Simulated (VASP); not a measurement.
# GaCuSe2 (P-4m2) in VASP: further runs

The runs below take GaCuSe2 through relaxation of cell and atoms, single point, with r2SCAN, PBE.

Everything below comes from runs of VASP 6.6.1. Logs are shortened: lines on timing, memory, paths and dates and some standing lists are left out, and cuts for length are marked.

## 1. The cell of the first run

The structure is tetragonal, space group P-4m2 (No. 115). Conventional cell: a = 3.991 Å, b = 3.991 Å, c = 5.689 Å, α = 90.00°, β = 90.00°, γ = 90.00°. Cu (site symmetry -4m2) has 4 Se at 2.42 Å within 3.2 Å. Within 3.2 Å of Se (site symmetry 2mm) lie 2 Cu at 2.42 Å and 2 Ga at 2.48 Å. Within 3.3 Å of Ga (site symmetry -4m2) lie 4 Se at 2.48 Å.

## 2. Relaxation of cell and atoms, r2SCAN

POSCAR reads:

```
GaCuSe2
1.0
    3.9913538121      0.0000000000      0.0000000000
    0.0000000000      3.9913538121      0.0000000000
    0.0000000000      0.0000000000      5.6893431965
Cu Se Ga
1 2 1
Direct
    0.0000000000      0.0000000000      0.0000000000
    0.0000000000      0.5000000000      0.2402926736
    0.5000000000      0.0000000000      0.7597073264
    0.5000000000      0.5000000000      0.5000000000
```

INCAR.step1 reads:

```
SYSTEM = GaCuSe2
ALGO = Normal
EDIFF = 1E-4
ENCUT = 600
GGA = PE
ISMEAR = -1
LASPH = .True.
LCHARG = .False.
LREAL = .False.
LWAVE = .True.
NELM = 60
PREC = Accurate
SIGMA = 0.02
```

INCAR.step2 reads:

```
SYSTEM = GaCuSe2
ALGO = Normal
EDIFF = 1E-6
EDIFFG = -0.005
ENCUT = 600
IBRION = 2
ISIF = 3
ISMEAR = -1
ISTART = 1
LASPH = .True.
LCHARG = .False.
LMIXTAU = .True.
LREAL = .False.
LWAVE = .False.
METAGGA = R2SCAN
NELM = 60
NSW = 80
PREC = Accurate
SIGMA = 0.02
```

KPOINTS reads:

```
k-points
0
Gamma
  6 6 4
  0 0 0
```

Potentials or basis: VASP PAW PBE potentials, release 64 (Cu, Se, Ga_d).

Started as:

```console
$ cat potpaw_PBE.64/Cu/POTCAR potpaw_PBE.64/Se/POTCAR potpaw_PBE.64/Ga_d/POTCAR > POTCAR
$ cp INCAR.step1 INCAR
$ mpirun -np 1 vasp_std > vasp.out
$ cp INCAR.step2 INCAR
$ mpirun -np 1 vasp_std > vasp.out
```

OUTCAR:

```text
SYSTEM = GaCuSe2
   EDIFF = 1E-6
   EDIFFG = -0.005
   ENCUT = 600
   IBRION = 2
   ISIF = 3
   ISMEAR = -1
   ISTART = 1
   LASPH = .True.
   LREAL = .False.
   METAGGA = R2SCAN
   NELM = 60
   NSW = 80
   PREC = Accurate

 ion  position               nearest neighbor table
   1  0.000  0.000  0.000-   2 2.42   3 2.42   2 2.42   3 2.42
   2  0.000  0.500  0.240-   1 2.42   1 2.42   4 2.48   4 2.48
   3  0.500  0.000  0.760-   1 2.42   1 2.42   4 2.48   4 2.48
   4  0.500  0.500  0.500-   2 2.48   3 2.48   3 2.48   2 2.48

  LATTYP: Found a simple tetragonal cell.
 ALAT       =     3.9913538121
 C/A-ratio  =     1.4254169047

  Lattice vectors:

 A1 = (   3.9913538121,   0.0000000000,   0.0000000000)
 A2 = (   0.0000000000,   3.9913538121,   0.0000000000)
 A3 = (   0.0000000000,   0.0000000000,   5.6893431965)

Analysis of symmetry for initial positions (statically):
=====================================================================
 Subroutine PRICEL returns:
 Original cell was already a primitive cell.

 Routine SETGRP: Setting up the symmetry group for a
 simple tetragonal supercell.

 Subroutine GETGRP returns: Found  8 space group operations
 (whereof  8 operations were pure point group operations)
 out of a pool of 16 trial point group operations.

The static configuration has the point symmetry D_2d.

Analysis of symmetry for dynamics (positions and initial velocities):
=====================================================================
 Subroutine PRICEL returns:
 Original cell was already a primitive cell.

 Routine SETGRP: Setting up the symmetry group for a
 simple tetragonal supercell.

 Subroutine GETGRP returns: Found  8 space group operations
 (whereof  8 operations were pure point group operations)
 out of a pool of 16 trial point group operations.

The dynamic configuration has the point symmetry D_2d.

 Subroutine INISYM returns: Found  8 space group operations
 (whereof  8 operations are pure point group operations),
 and found     1 'primitive' translations

----------------------------------------------------------------------------------------

                                     Primitive cell

  volume of cell :      90.6364

  direct lattice vectors                    reciprocal lattice vectors
     3.991353812  0.000000000  0.000000000     0.250541557  0.000000000  0.000000000
     0.000000000  3.991353812  0.000000000     0.000000000  0.250541557  0.000000000
     0.000000000  0.000000000  5.689343197     0.000000000  0.000000000  0.175767213

  length of vectors
     3.991353812  3.991353812  5.689343197     0.250541557  0.250541557  0.175767213

  position of ions in fractional coordinates (direct lattice)
     0.000000000  0.000000000  0.000000000
     0.000000000  0.500000000  0.240292674
     0.500000000  0.000000000  0.759707326
     0.500000000  0.500000000  0.500000000

  ion indices of the primitive-cell ions
   primitive index   ion index
                 1           1
                 2           2
                 3           3
                 4           4

----------------------------------------------------------------------------------------

 KPOINTS: k-points

Automatic generation of k-mesh.
 Grid dimensions read from file:
 generate k-points for:    6    6    4

 Generating k-lattice:

  Cartesian coordinates                     Fractional coordinates (reciprocal lattice)
     0.041756926  0.000000000  0.000000000     0.166666667  0.000000000  0.000000000
     0.000000000  0.041756926  0.000000000     0.000000000  0.166666667  0.000000000
     0.000000000  0.000000000  0.043941803     0.000000000  0.000000000  0.250000000

  Length of vectors
     0.041756926  0.041756926  0.043941803

  Shift w.r.t. Gamma in fractional coordinates (k-lattice)
     0.000000000  0.000000000  0.000000000

 Subroutine IBZKPT returns following result:
 ===========================================

 Found     30 irreducible k-points:

 Following reciprocal coordinates:
            Coordinates               Weight
  0.000000  0.000000  0.000000      1.000000
  0.166667  0.000000  0.000000      4.000000
  0.333333  0.000000  0.000000      4.000000
  0.500000  0.000000  0.000000      2.000000
  0.166667  0.166667  0.000000      4.000000
  0.333333  0.166667  0.000000      8.000000
[... 16 lines left out ...]
  0.333333  0.000000  0.500000      4.000000
  0.500000  0.000000  0.500000      2.000000
 [... further k-points ...]
   k-points           NKPTS =     30   k-points in BZ     NKDIM =     30   number of bands    NBANDS=     22
   number of dos      NEDOS =    301   number of ions     NIONS =      4
   total plane-waves  NPLWV =  49152
   dimension x,y,z NGX =    32 NGY =   32 NGZ =   48
   dimension x,y,z NGXF=    64 NGYF=   64 NGZF=   96
   ions per type =               1   2   1
   NGX,Y,Z   is equivalent  to a cutoff of  13.33, 13.33, 14.03 a.u.
   NGXF,Y,Z  is equivalent  to a cutoff of  26.66, 26.66, 28.05 a.u.
 SYSTEM =  GaCuSe2
   PREC   = accura    normal or accurate (medium, high low for compatibility)
   ISTART =      1    job   : 0-new  1-cont  2-samecut
   ICHARG =      0    charge: 1-file 2-atom 10-const
   ISPIN  =      1    spin polarized calculation?
   LNONCOLLINEAR =      F non collinear calculations
   LSORBIT =      F    spin-orbit coupling
   LASPH  =      T    aspherical Exc in radial PAW
   ENCUT  =  600.0 eV  44.10 Ry    6.64 a.u.   7.97  7.97 11.36*2*pi/ulx,y,z
   NELM   =     60;   NELMIN=  2; NELMDL=  0     # of ELM steps
   EDIFF  = 0.1E-05   stopping-criterion for ELM
   LREAL  =      F    real-space projection
   EDIFFG = -.5E-02   stopping-criterion for IOM
   NSW    =     80    number of steps for IOM
   IBRION =      2    ionic relax: 0-MD 1-quasi-New 2-CG
   NFREE  =      1    steps in history (QN), initial steepest desc. (CG)
   ISIF   =      3    stress and relaxation
   ISYM   =      2    0-nonsym 1-usesym 2-fastsym
   POTIM  = 0.5000    time-step for ionic-motion
   TEBEG  =    0.0;   TEEND  =   0.0 temperature during run
   PSTRESS=    0.0 pullay stress
   NELECT =      36.0000    total number of electrons
   NUPDOWN=      -1.0000    fix difference up-down
   EMIN   =  10.00;   EMAX   =-10.00  energy-range for DOS
   EFERMI =   0.00;   METHOD = LEGACY
   ISMEAR =    -1;   SIGMA  =   0.02  broadening in eV -4-tet -1-fermi 0-gaus
   EFERMI_NEDOS =   21; number of points for ismear=-14 and -15
   IALGO  =     38    algorithm
   IMIX   =      4    mixing-type and parameters
     AMIX     =   0.40;   BMIX     =  1.00
     AMIX_MAG =   1.60;   BMIX_MAG =  1.00
  volume/ion in A,a.u.               =      22.66       152.91
  Fermi-wavevector in a.u.,A,eV,Ry     =   1.203395  2.274086 19.703400  1.448159
  Thomas-Fermi vector in A             =   2.339149
   LORBIT       =      0    0 simple, 1 ext, 2 COOP (PROOUT), +10 PAW based schemes
   METAGGA = R2SCAN    functional components
   LHFCALC =     F    Hartree Fock is set to
   AEXX    =    0.0000 exact exchange contribution
   IVDW    =     0    specifies the selected vdW correction
   LEPSILON=     F    determine dielectric tensor
   LRPA    =     F    only Hartree local field effects (RPA)
 conjugate gradient relaxation of ions
 non-spin polarized calculation
  energy-cutoff  :      600.00
  volume of cell :       90.64
 maximum number of plane-waves:      3048
 NGX is ok and might be reduce to    32
   NGX = 15   NGY = 15   NGZ = 23

--------------------------------------- Ionic step        1  -------------------------------------------

 number of electron      36.0000007 magnetization

 Free energy of the ion-electron system (eV)
  ---------------------------------------------------
  ext. energy  EPLUGINS =         0.00000000
  ---------------------------------------------------
  free energy    TOTEN  =       -53.12422584 eV

  energy without entropy =      -53.12379666  energy(sigma->0) =      -53.12401125

------------------------ aborting loop because EDIFF is reached ----------------------------------------

  FORCE on cell =-STRESS in cart. coord.  units (eV):
  Direction    XX          YY          ZZ          XY          YZ          ZX
  --------------------------------------------------------------------------------------
  -------------------------------------------------------------------------------------
  Total       -1.4235313     -1.4235313     -1.3899955      0.0000000      0.0000000      0.0000000
  in kB      -25.1637308    -25.1637308    -24.5709178      0.0000000      0.0000000      0.0000000
  external PRESSURE =     -24.9661265 kB  Pullay stress =       0.0000000 kB
[... 95 lines left out ...]
  FREE ENERGIE OF THE ION-ELECTRON SYSTEM (eV)
  ---------------------------------------------------
  free  energy   TOTEN  =       -53.1539847926 eV

  energy  without entropy=      -53.1539577403  energy(sigma->0) =      -53.15397127

[... ionic steps 4 to 8 ...]

--------------------------------------- Ionic step        9  -------------------------------------------

 number of electron      36.0000006 magnetization

------------------------ aborting loop because EDIFF is reached ----------------------------------------

  FORCE on cell =-STRESS in cart. coord.  units (eV):
  Direction    XX          YY          ZZ          XY          YZ          ZX
  --------------------------------------------------------------------------------------
  -------------------------------------------------------------------------------------
  Total       -0.0089136     -0.0089136      0.0469387      0.0000000      0.0000000      0.0000000
  in kB       -0.1637636     -0.1637636      0.8623765      0.0000000      0.0000000      0.0000000
  external PRESSURE =       0.1782831 kB  Pullay stress =       0.0000000 kB
[... 61 lines left out ...]
  energy  without entropy=      -53.1547890119  energy(sigma->0) =      -53.15479958

--------------------------------------- Ionic step       11  -------------------------------------------

 number of electron      36.0000005 magnetization

 Free energy of the ion-electron system (eV)
  ---------------------------------------------------
  ext. energy  EPLUGINS =         0.00000000
  ---------------------------------------------------
  free energy    TOTEN  =       -53.15483554 eV

  energy without entropy =      -53.15481345  energy(sigma->0) =      -53.15482449

 E-fermi :   4.0456     XC(G=0): -10.2484

 val. band max:        3.9288149869   @ k =   0.0000   0.0000   0.0000
 cond. band min:       4.1475798075   @ k =   0.0000   0.0000   0.0000
 fundamental gap:      0.2187648206
 Fermi energy:         4.0456056767

 k-point     1 :       0.0000    0.0000    0.0000
  band No.  band energies     occupation
      1     -12.3329      2.00000
      2     -12.1795      2.00000
      3     -12.1795      2.00000
      4     -12.1281      2.00000
      5     -12.0789      2.00000
      6     -11.3347      2.00000
[... 574 lines left out ...]
      6     -10.2812      2.00000
[... 14 lines left out ...]
     21       8.6507      0.00000
     22       8.7052      0.00000

 [... further k-points ...]

------------------------ aborting loop because EDIFF is reached ----------------------------------------

  FORCE on cell =-STRESS in cart. coord.  units (eV):
  Direction    XX          YY          ZZ          XY          YZ          ZX
  --------------------------------------------------------------------------------------
  -------------------------------------------------------------------------------------
  Total       -0.0099727     -0.0099727      0.0000102      0.0000000      0.0000000      0.0000000
  in kB       -0.1831332     -0.1831332      0.0001870      0.0000000      0.0000000      0.0000000
  external PRESSURE =      -0.1220265 kB  Pullay stress =       0.0000000 kB
[... 19 lines left out ...]
  FREE ENERGIE OF THE ION-ELECTRON SYSTEM (eV)
  ---------------------------------------------------
  free  energy   TOTEN  =       -53.1548355384 eV

  energy  without entropy=      -53.1548134464  energy(sigma->0) =      -53.15482449

 reached required accuracy - stopping structural energy minimisation
```

Run time: 29 min. Hardware: 1 thread of Oxide Virtual Turin-like, shared host; peak memory 0.26 GiB.

What came out:

```
Free energy                           : -53.1548 eV
Relaxed volume                        : 21.81 Å³/atom
Relaxed cell                          : a = 3.933 Å, b = 3.933 Å, c = 5.641 Å, α = 90.00°, β = 90.00°, γ = 90.00°
Space group after relaxing (to 0.1 Å) : P-4m2 (No. 115)
Energy gained by relaxing             : 7.7 meV/atom
Ionic steps                           : 11
Pressure after relaxing               : 0.0 GPa
Band gap on the k mesh                : 0.22 eV
```

The path:
| step | energy change (eV) | largest force (eV/Å) | pressure (GPa) | volume (Å³) |
| --- | --- | --- | --- | --- |
| 1 | 0.0000 | 0.1688 | -2.50 | 90.64 |
| 2 | -0.0268 | 0.0382 | 0.95 | 86.08 |
| 3 | -0.0298 | 0.0722 | 0.06 | 87.13 |
| 4 | -0.0297 | 0.0742 | 0.01 | 87.19 |
| 5 | -0.0302 | 0.0404 | -0.05 | 87.23 |
| 6 | -0.0304 | 0.0161 | -0.05 | 87.26 |
| 7 | -0.0305 | 0.0324 | -0.05 | 87.30 |
| 8 | -0.0305 | 0.0088 | -0.04 | 87.28 |
| 9 | -0.0306 | 0.0075 | 0.02 | 87.21 |
| 10 | -0.0306 | 0.0067 | 0.07 | 87.18 |
| 11 | -0.0306 | 0.0004 | -0.01 | 87.25 |

Final structure:
```xyz
4
Lattice="3.9329 0.0000 0.0000 0.0000 3.9329 0.0000 0.0000 0.0000 5.6408" Properties=species:S:1:pos:R:3 pbc="T T T"
Cu    3.9329    0.0000    0.0000
Se    0.0000    1.9664    1.3694
Se    1.9664    0.0000    4.2714
Ga    1.9664    1.9664    2.8204
```

Levels at points of the mesh, in eV from the valence-band top:
| k point | band 16 | band 17 | band 18 | band 19 | band 20 | band 21 |
| --- | --- | --- | --- | --- | --- | --- |
| (0.00, 0.00, 0.00) | -0.26 | 0.00 | 0.00 | 0.22 | 1.93 | 3.30 |
| (0.50, 0.00, 0.00) | -1.64 | -1.59 | -0.47 | 1.93 | 4.83 | 5.16 |
| (0.50, 0.50, 0.00) | -1.83 | -1.83 | -1.50 | 1.73 | 2.07 | 2.07 |
| (0.00, 0.00, 0.50) | -1.63 | -0.72 | -0.72 | 1.90 | 2.11 | 4.21 |
| (0.50, 0.00, 0.50) | -1.40 | -0.66 | -0.37 | 0.55 | 2.96 | 4.72 |
| (0.50, 0.50, 0.50) | -1.90 | -1.81 | -1.74 | 3.18 | 4.36 | 4.36 |

Caveat: the PAW data sets were made with another functional, which shifts forces and pressure a little.

## 3. Single point, PBE, non-collinear spin, zero start, spin-orbit coupling

This run uses another cell than the first one, of 21.79 Å³/atom.

INCAR reads:

```
PREC     = Accurate       # precision mode
ENCUT    = 520            # plane-wave cutoff, eV
EDIFF    = 1E-6           # SCF threshold, eV
ISMEAR   = -1             # smearing method
SIGMA    = 0.02           # smearing width, eV
LREAL    = F              # projectors in reciprocal space
LASPH    = T              # aspherical terms in the spheres
NELM     = 150            # most SCF steps
ALGO     = Normal         # electronic algorithm
ISIF     = 2              # what is computed and relaxed
LWAVE    = F              # write WAVECAR
LCHARG   = F              # write CHGCAR
MAGMOM   = 0 0 0 0 0 0 0 0 0 0 0 0 # initial moments
LORBIT   = 11             # projections on sites
LSORBIT  = T              # spin-orbit coupling
GGA_COMPAT= F            
LORBMOM  = T            
LMAXMIX  = 4              # l up to which the mixer works
GGA      = PE             # functional
NBANDS   = 50             # bands
```

KPOINTS reads:

```
regular mesh
0
Gamma
  6 6 4
```

POSCAR reads:

```
GaCuSe2
1.0
    3.9307077111      0.0000000000      0.0000000000
    0.0000000000      3.9307077111      0.0000000000
    0.0000000000      0.0000000000      5.6421421677
Cu Se Ga
1 2 1
Direct
    0.0000000000      0.0000000000      0.0000000000
    0.0000000000      0.5000000000      0.2427764291
    0.5000000000      0.0000000000      0.7572235709
    0.5000000000      0.5000000000      0.5000000000
```

Potentials or basis: VASP PAW PBE potentials, release 64 (Cu, Se, Ga_d).

Started as:

```console
$ cat potpaw_PBE.64/Cu/POTCAR potpaw_PBE.64/Se/POTCAR potpaw_PBE.64/Ga_d/POTCAR > POTCAR
$ mpirun -np 1 vasp_ncl > vasp.out
```

It took 5.8 min on 1 thread of Oxide Virtual Turin-like, shared host; peak memory 0.44 GiB.

Results (log left out):

```yaml
Free_energy: -15.5348 eV
Pressure: 2.9 GPa
Largest_force: 0.158 eV/Å
Net_moment: 0.00 μB per cell
Valence_electrons_inside_the_program's_atomic_spheres: Cu 10.00; Se 3.88; Ga 11.60
```

Forces in eV/Å, atoms in the order of the input:
```
Cu   0.000  0.000  0.000
Se   0.000  0.000 -0.158
Se   0.000  0.000  0.158
Ga   0.000  0.000  0.000
```

Moments on the atoms (μB; x, y, z):
```
Cu  0.00 0.00 0.00
Se  0.00 0.00 0.00
Se  0.00 0.00 0.00
Ga  0.00 0.00 0.00
```
